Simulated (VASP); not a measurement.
# SrTaN2 (P6_3/mmc) in VASP: single point with r2SCAN

Aim: the single point of SrTaN2 with r2SCAN.

Program: VASP 6.6.1. These are calculated values, not measurements. Logs are shortened: lines on timing, memory, paths and dates and some standing lists are left out, and cuts for length are marked.

**1. The cell of the first run**

Symmetry: P6_3/mmc, No. 194, hexagonal system. Conventional cell: a = 3.215 Å, b = 3.215 Å, c = 11.742 Å, α = 90.00°, β = 90.00°, γ = 120.00°. Sr (site symmetry -6m2) has 6 N at 2.58 Å and 6 Sr at 3.22 Å and 6 Ta at 3.47 Å within 3.5 Å. Within 2.9 Å of Ta (site symmetry -3m) lie 6 N at 2.18 Å. Within 3.0 Å of N (site symmetry 3m) lie 3 Ta at 2.18 Å and 3 Sr at 2.58 Å and 3 N at 2.94 Å.

**2. Single point, r2SCAN**

POSCAR reads:

```
SrTaN2
1.0
    3.2153193347      0.0000000000      0.0000000000
   -1.6076596674      2.7845482251      0.0000000000
    0.0000000000      0.0000000000     11.7424032837
Sr Ta N
2 2 4
Direct
    0.3333333333      0.6666666667      0.7500000000
    0.6666666667      0.3333333333      0.2500000000
    0.0000000000      0.0000000000      0.5000000000
    0.0000000000      0.0000000000      0.0000000000
    0.3333333333      0.6666666667      0.4028082388
    0.6666666667      0.3333333333      0.9028082388
    0.6666666667      0.3333333333      0.5971917612
    0.3333333333      0.6666666667      0.0971917612
```

INCAR.step1 reads:

```
SYSTEM = SrTaN2
  PREC = Accurate
  ENCUT = 660
  ISMEAR = 0
  SIGMA = 0.1
  LREAL = .FALSE.
  LASPH = .TRUE.
  NELM = 120
  NBANDS = 43
  GGA = PE
  ALGO = Normal
  EDIFF = 1E-5
  LWAVE = .TRUE.
  LCHARG = .FALSE.
  GGA_COMPAT = .FALSE.
```

INCAR.step2 reads:

```
SYSTEM = SrTaN2
  PREC = Accurate
  ENCUT = 660
  EDIFF = 1E-6
  ISMEAR = 0
  SIGMA = 0.1
  LREAL = .FALSE.
  LASPH = .TRUE.
  NELM = 120
  ALGO = Normal
  ISIF = 2
  LWAVE = .FALSE.
  LCHARG = .FALSE.
  METAGGA = R2SCAN
  LMIXTAU = .TRUE.
  NBANDS = 43
  ISTART = 1
  GGA_COMPAT = .FALSE.
```

KPOINTS reads:

```
regular mesh
0
G
  6 6 2
  0 0 0
```

Potentials or basis: VASP PAW PBE potentials, release 64 (Sr_sv, Ta_sv_GW, N).

Command:

```bash
> cat potpaw_PBE.64/Sr_sv/POTCAR potpaw_PBE.64/Ta_sv_GW/POTCAR potpaw_PBE.64/N/POTCAR > POTCAR
> cp INCAR.step1 INCAR
> mpirun -np 1 vasp_std > vasp.out
> cp INCAR.step2 INCAR
> mpirun -np 1 vasp_std > vasp.out
```

OUTCAR:

```text
SYSTEM = SrTaN2
   PREC = Accurate
   ENCUT = 660
   EDIFF = 1E-6
   ISMEAR = 0
   LREAL = .FALSE.
   LASPH = .TRUE.
   NELM = 120
   ISIF = 2
   METAGGA = R2SCAN
   ISTART = 1

 ion  position               nearest neighbor table
   1  0.333  0.667  0.750-   6 2.58   7 2.58   6 2.58   7 2.58   6 2.58   7 2.58   3 3.47   4 3.47
                             3 3.47   4 3.47   3 3.47   4 3.47
   2  0.667  0.333  0.250-   5 2.58   8 2.58   5 2.58   8 2.58   5 2.58   8 2.58   3 3.47   4 3.47
                             3 3.47   4 3.47   3 3.47   4 3.47
   3  0.000  0.000  0.500-   5 2.18   7 2.18   5 2.18   7 2.18   7 2.18   5 2.18   1 3.47   2 3.47
                             1 3.47   2 3.47   1 3.47   2 3.47
   4  0.000  0.000  0.000-   6 2.18   8 2.18   8 2.18   6 2.18   6 2.18   8 2.18   1 3.47   2 3.47
                             1 3.47   2 3.47   1 3.47   2 3.47
   5  0.333  0.667  0.403-   3 2.18   3 2.18   3 2.18   2 2.58   2 2.58   2 2.58
   6  0.667  0.333  0.903-   4 2.18   4 2.18   4 2.18   1 2.58   1 2.58   1 2.58
   7  0.667  0.333  0.597-   3 2.18   3 2.18   3 2.18   1 2.58   1 2.58   1 2.58
   8  0.333  0.667  0.097-   4 2.18   4 2.18   4 2.18   2 2.58   2 2.58   2 2.58

  LATTYP: Found a hexagonal cell.
 ALAT       =     3.2153193347
 C/A-ratio  =     3.6520177505

  Lattice vectors:

 A1 = (   3.2153193347,   0.0000000000,   0.0000000000)
 A2 = (  -1.6076596674,   2.7845482251,   0.0000000000)
 A3 = (   0.0000000000,   0.0000000000,  11.7424032837)

Analysis of symmetry for initial positions (statically):
=====================================================================
 Subroutine PRICEL returns:
 Original cell was already a primitive cell.

 Routine SETGRP: Setting up the symmetry group for a
 hexagonal supercell.

 Subroutine GETGRP returns: Found 24 space group operations
 (whereof 12 operations were pure point group operations)
 out of a pool of 24 trial point group operations.

The static configuration has the point symmetry D_3d.
 The point group associated with its full space group is D_6h.

Analysis of symmetry for dynamics (positions and initial velocities):
=====================================================================
 Subroutine PRICEL returns:
 Original cell was already a primitive cell.

 Routine SETGRP: Setting up the symmetry group for a
 hexagonal supercell.

 Subroutine GETGRP returns: Found 24 space group operations
 (whereof 12 operations were pure point group operations)
 out of a pool of 24 trial point group operations.

The dynamic configuration has the point symmetry D_3d.
 The point group associated with its full space group is D_6h.

 Subroutine INISYM returns: Found 24 space group operations
 (whereof 12 operations are pure point group operations),
 and found     1 'primitive' translations

----------------------------------------------------------------------------------------

                                     Primitive cell

  volume of cell :     105.1322

  direct lattice vectors                    reciprocal lattice vectors
     3.215319335  0.000000000  0.000000000     0.311011099  0.179562342  0.000000000
    -1.607659667  2.784548225  0.000000000     0.000000000  0.359124683  0.000000000
     0.000000000  0.000000000 11.742403284     0.000000000  0.000000000  0.085161442

  length of vectors
     3.215319335  3.215319335 11.742403284     0.359124683  0.359124683  0.085161442

  position of ions in fractional coordinates (direct lattice)
     0.333333333  0.666666667  0.750000000
     0.666666667  0.333333333  0.250000000
     0.000000000  0.000000000  0.500000000
     0.000000000  0.000000000  0.000000000
     0.333333333  0.666666667  0.402808239
     0.666666667  0.333333333  0.902808239
     0.666666667  0.333333333  0.597191761
     0.333333333  0.666666667  0.097191761

  ion indices of the primitive-cell ions
   primitive index   ion index
                 1           1
                 2           2
                 3           3
                 4           4
                 5           5
                 6           6
                 7           7
                 8           8

----------------------------------------------------------------------------------------

 KPOINTS: regular mesh

Automatic generation of k-mesh.
 Grid dimensions read from file:
 generate k-points for:    6    6    2

 Generating k-lattice:

  Cartesian coordinates                     Fractional coordinates (reciprocal lattice)
     0.051835183  0.029927057  0.000000000     0.166666667  0.000000000  0.000000000
     0.000000000  0.059854114  0.000000000     0.000000000  0.166666667  0.000000000
     0.000000000  0.000000000  0.042580721     0.000000000  0.000000000  0.500000000

  Length of vectors
     0.059854114  0.059854114  0.042580721

  Shift w.r.t. Gamma in fractional coordinates (k-lattice)
     0.000000000  0.000000000  0.000000000

 Subroutine IBZKPT returns following result:
 ===========================================

 Found     14 irreducible k-points:

 Following reciprocal coordinates:
            Coordinates               Weight
  0.000000  0.000000  0.000000      1.000000
  0.166667 -0.000000  0.000000      6.000000
  0.333333  0.000000  0.000000      6.000000
  0.500000  0.000000  0.000000      3.000000
  0.166667  0.166667  0.000000      6.000000
  0.333333  0.166667  0.000000     12.000000
  0.333333  0.333333  0.000000      2.000000
  0.000000  0.000000  0.500000      1.000000
  0.166667 -0.000000  0.500000      6.000000
  0.333333  0.000000  0.500000      6.000000
  0.500000  0.000000  0.500000      3.000000
  0.166667  0.166667  0.500000      6.000000
  0.333333  0.166667  0.500000     12.000000
  0.333333  0.333333  0.500000      2.000000
   k-points           NKPTS =     14   k-points in BZ     NKDIM =     14   number of bands    NBANDS=     43
   number of dos      NEDOS =    301   number of ions     NIONS =      8
   total plane-waves  NPLWV =  76832
   dimension x,y,z NGX =    28 NGY =   28 NGZ =   98
   dimension x,y,z NGXF=    56 NGYF=   56 NGZF=  196
   ions per type =               2   2   4
   NGX,Y,Z   is equivalent  to a cutoff of  14.48, 14.48, 13.87 a.u.
   NGXF,Y,Z  is equivalent  to a cutoff of  28.95, 28.95, 27.75 a.u.
 SYSTEM =  SrTaN2
   PREC   = accura    normal or accurate (medium, high low for compatibility)
   ISTART =      1    job   : 0-new  1-cont  2-samecut
   ICHARG =      0    charge: 1-file 2-atom 10-const
   ISPIN  =      1    spin polarized calculation?
   LNONCOLLINEAR =      F non collinear calculations
   LSORBIT =      F    spin-orbit coupling
   LASPH  =      T    aspherical Exc in radial PAW
   ENCUT  =  660.0 eV  48.51 Ry    6.96 a.u.   6.74  6.74 24.60*2*pi/ulx,y,z
   NELM   =    120;   NELMIN=  2; NELMDL=  0     # of ELM steps
   EDIFF  = 0.1E-05   stopping-criterion for ELM
   LREAL  =      F    real-space projection
   EDIFFG = 0.1E-04   stopping-criterion for IOM
   NSW    =      0    number of steps for IOM
   IBRION =     -1    ionic relax: 0-MD 1-quasi-New 2-CG
   NFREE  =      0    steps in history (QN), initial steepest desc. (CG)
   ISIF   =      2    stress and relaxation
   ISYM   =      2    0-nonsym 1-usesym 2-fastsym
   POTIM  = 0.5000    time-step for ionic-motion
   TEBEG  =    0.0;   TEEND  =   0.0 temperature during run
   PSTRESS=    0.0 pullay stress
   NELECT =      66.0000    total number of electrons
   NUPDOWN=      -1.0000    fix difference up-down
   EMIN   =  10.00;   EMAX   =-10.00  energy-range for DOS
   EFERMI =   0.00;   METHOD = LEGACY
   ISMEAR =     0;   SIGMA  =   0.10  broadening in eV -4-tet -1-fermi 0-gaus
   EFERMI_NEDOS =   21; number of points for ismear=-14 and -15
   IALGO  =     38    algorithm
   IMIX   =      4    mixing-type and parameters
     AMIX     =   0.40;   BMIX     =  1.00
     AMIX_MAG =   1.60;   BMIX_MAG =  1.00
  volume/ion in A,a.u.               =      13.14        88.68
  Fermi-wavevector in a.u.,A,eV,Ry     =   1.401772  2.648966 26.734986  1.964966
  Thomas-Fermi vector in A             =   2.524600
   LORBIT       =      0    0 simple, 1 ext, 2 COOP (PROOUT), +10 PAW based schemes
   METAGGA = R2SCAN    functional components
   LHFCALC =     F    Hartree Fock is set to
   AEXX    =    0.0000 exact exchange contribution
   IVDW    =     0    specifies the selected vdW correction
   LEPSILON=     F    determine dielectric tensor
   LRPA    =     F    only Hartree local field effects (RPA)
 non-spin polarized calculation
 Gauss-broadening in eV      SIGMA  =   0.10
  energy-cutoff  :      660.00
  volume of cell :      105.13
 maximum number of plane-waves:      4081
 NGX is ok and might be reduce to    28
   NGX = 13   NGY = 13   NGZ = 49

 number of electron      65.9999996 magnetization

 Free energy of the ion-electron system (eV)
  ---------------------------------------------------
  ext. energy  EPLUGINS =         0.00000000
  ---------------------------------------------------
  free energy    TOTEN  =      -178.80069649 eV

  energy without entropy =     -178.76837422  energy(sigma->0) =     -178.78453536

 E-fermi :   8.5737     XC(G=0): -12.6886

 val. band max:        8.5566850292   @ k =   0.3333   0.0000   0.0000
 cond. band min:       8.5795000122   @ k =   0.1667  -0.0000   0.5000
 fundamental gap:      0.0228149831
 Fermi energy:         8.5737257089

 k-point     1 :       0.0000    0.0000    0.0000
  band No.  band energies     occupation
      1     -62.9321      2.00000
      2     -62.9321      2.00000
      3     -28.6840      2.00000
      4     -28.6342      2.00000
      5     -28.4683      2.00000
      6     -28.4683      2.00000
[... 35 lines left out ...]
     42      12.4459      0.00000
     43      13.1536      0.00000

 k-point     2 :       0.1667   -0.0000    0.0000
  band No.  band energies     occupation
      1     -62.9260      2.00000
      2     -62.9260      2.00000
      3     -28.6450      2.00000
      4     -28.6112      2.00000
      5     -28.5933      2.00000
      6     -28.5896      2.00000
[... 35 lines left out ...]
     42      13.1834      0.00000
     43      13.2301      0.00000

 k-point     3 :       0.3333    0.0000    0.0000
  band No.  band energies     occupation
      1     -62.9137      2.00000
      2     -62.9137      2.00000
      3     -28.8303      2.00000
      4     -28.8272      2.00000
      5     -28.5733      2.00000
      6     -28.5616      2.00000
[... 35 lines left out ...]
     42      13.6790      0.00000
     43      13.7185      0.00000

 k-point     4 :       0.5000    0.0000    0.0000
  band No.  band energies     occupation
      1     -62.9076      2.00000
      2     -62.9075      2.00000
      3     -28.9445      2.00000
      4     -28.9416      2.00000
      5     -28.5728      2.00000
      6     -28.5728      2.00000
[... 403 lines left out ...]
     42      12.6922      0.00000
     43      13.4378      0.00000

 k-point    13 :       0.3333    0.1667    0.5000
  band No.  band energies     occupation
      1     -62.9076      2.00000
      2     -62.9076      2.00000
      3     -28.8820      2.00000
      4     -28.8820      2.00000
      5     -28.6375      2.00000
      6     -28.6375      2.00000
[... 35 lines left out ...]
     42      13.6429      0.00000
     43      14.2016      0.00000

 k-point    14 :       0.3333    0.3333    0.5000
  band No.  band energies     occupation
      1     -62.9045      2.00000
      2     -62.9045      2.00000
      3     -28.7971      2.00000
      4     -28.7971      2.00000
      5     -28.7955      2.00000
      6     -28.7955      2.00000
[... 35 lines left out ...]
     42      14.0543      0.00000
     43      14.4670      0.00000

------------------------ aborting loop because EDIFF is reached ----------------------------------------

  FORCE on cell =-STRESS in cart. coord.  units (eV):
  Direction    XX          YY          ZZ          XY          YZ          ZX
  --------------------------------------------------------------------------------------
  -------------------------------------------------------------------------------------
  Total        0.2624147      0.2624147      0.3261763     -0.0000000      0.0000000     -0.0000000
  in kB        3.9991064      3.9991064      4.9708095     -0.0000000      0.0000000     -0.0000000
  external PRESSURE =       4.3230074 kB  Pullay stress =       0.0000000 kB

 VOLUME and BASIS-vectors are now :
 -----------------------------------------------------------------------------
  energy-cutoff  :      660.00
  volume of cell :      105.13
      direct lattice vectors                 reciprocal lattice vectors
     3.215319335  0.000000000  0.000000000     0.311011099  0.179562342  0.000000000
    -1.607659667  2.784548225  0.000000000     0.000000000  0.359124683  0.000000000
     0.000000000  0.000000000 11.742403284     0.000000000  0.000000000  0.085161442

 POSITION                                       TOTAL-FORCE (eV/Angst)
 -----------------------------------------------------------------------------------
     -0.00000      1.85637      8.80680         0.000000     -0.000000     -0.000000
      1.60766      0.92818      2.93560        -0.000000      0.000000     -0.000000
      0.00000      0.00000      5.87120         0.000000      0.000000     -0.000000
      0.00000      0.00000      0.00000        -0.000000      0.000000     -0.000000
     -0.00000      1.85637      4.72994         0.000000     -0.000000      0.029741
      1.60766      0.92818     10.60114        -0.000000     -0.000000      0.029741
      1.60766      0.92818      7.01247        -0.000000      0.000000     -0.029741
     -0.00000      1.85637      1.14126         0.000000      0.000000     -0.029741
 -----------------------------------------------------------------------------------
    total drift:                               -0.000000      0.000000     -0.000000

  FREE ENERGIE OF THE ION-ELECTRON SYSTEM (eV)
  ---------------------------------------------------
  free  energy   TOTEN  =      -178.8006964928 eV

  energy  without entropy=     -178.7683742219  energy(sigma->0) =     -178.78453536
```

Wall time 5.3 min (1 thread of Intel Xeon Platinum 8488C (Sapphire Rapids), shared host); peak memory 0.34 GiB.

What came out:

| Item | Value |
| --- | --- |
| Free energy | -178.8007 eV |
| Pressure | 0.4 GPa |
| Largest force | 0.030 eV/Å |
| Band gap on the k mesh | zero (bands 33 and 34 overlap by 1.63 eV) |

Forces on the atoms (eV/Å):
```
Sr   0.000  0.000  0.000
Sr   0.000  0.000  0.000
Ta   0.000  0.000  0.000
Ta   0.000  0.000  0.000
N    0.000  0.000  0.030
N    0.000  0.000  0.030
N    0.000  0.000 -0.030
N    0.000  0.000 -0.030
```

Caveat: the k points lie up to 0.38 Å⁻¹ apart, too coarse for converged energies and pressures of a metal; the PAW data sets were made with another functional, which shifts forces and pressure a little; spin-orbit coupling is left out, which moves the levels of the heavy elements.

The gap in the log of VASP goes by the Fermi energy; the results here count the filled bands.